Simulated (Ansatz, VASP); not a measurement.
**TaN in VASP and in Ansatz**

INCAR

```
PREC     = Accurate       # precision mode
ENCUT    = 700            # plane-wave cutoff, eV
EDIFF    = 1E-6           # SCF threshold, eV
ISMEAR   = 0              # smearing method
SIGMA    = 0.1            # smearing width, eV
LREAL    = F              # projectors in reciprocal space
LASPH    = T              # aspherical terms in the spheres
NELM     = 120            # most SCF steps
ALGO     = Normal         # electronic algorithm
ISIF     = 2              # what is computed and relaxed
LWAVE    = F              # write WAVECAR
LCHARG   = F              # write CHGCAR
GGA      = B5             # functional
ALDAX    = 1.0          
AGGAX    = 1.0          
AGGAC    = 1.0          
ALDAC    = 0.0          
NBANDS   = 16             # bands
GGA_COMPAT= F
```

Contents of KPOINTS:

```
Automatic mesh
0
Gamma
  13 13 12
```

Contents of POSCAR:

```
TaN
1.0
    2.9380000000      0.0000000000      0.0000000000
   -1.4690000000      2.5443830000      0.0000000000
    0.0000000000      0.0000000000      2.8830000000
Ta N
1 1
Direct
    0.3333333333      0.6666666667      0.5000000000
    0.0000000000      0.0000000000      0.0000000000
```

Input for Ansatz:

```yaml
crystal:
  lattice:
    - [2.938, 0.0, 0.0]
    - [-1.469, 2.544383, 0.0]
    - [0.0, 0.0, 2.883]
  atoms:
    - { symbol: Ta, position: [0.3333333333333333, 0.6666666666666666, 0.5] }
    - { symbol: "N", position: [0.0, 0.0, 0.0] }
kpoints:
  mp_grid:
    grid: [13, 13, 12]
    shift: [0.0, 0.0, 0.0]
hamiltonian:
  xc: blyp
scf:
  occupations:
    method: gaussian
output:
  stress: true
```

Alike in both runs: task single point; functional BLYP; k mesh 13 × 13 × 12; no spin polarisation.

```csv
,VASP,Ansatz
version,VASP 6.6.1,Ansatz 0.2.0
potentials or method,"VASP PAW PBE potentials, release 64 (Ta_sv_GW, N)","plane waves, PAW"
plane-wave cutoff (eV),700,420
occupations,"gaussian, width 0.1 eV",gaussian
valence electrons in the cell,18,18
```

```csv
,VASP,Ansatz,Ansatz less VASP
pressure (GPa),16.8,15.9,-0.90
"traceless stress, the component that is largest in VASP (GPa)",1.46,1.40,-0.060
```

VASP's potentials were made for PBE, not for BLYP.

Neither program's run includes spin-orbit coupling.
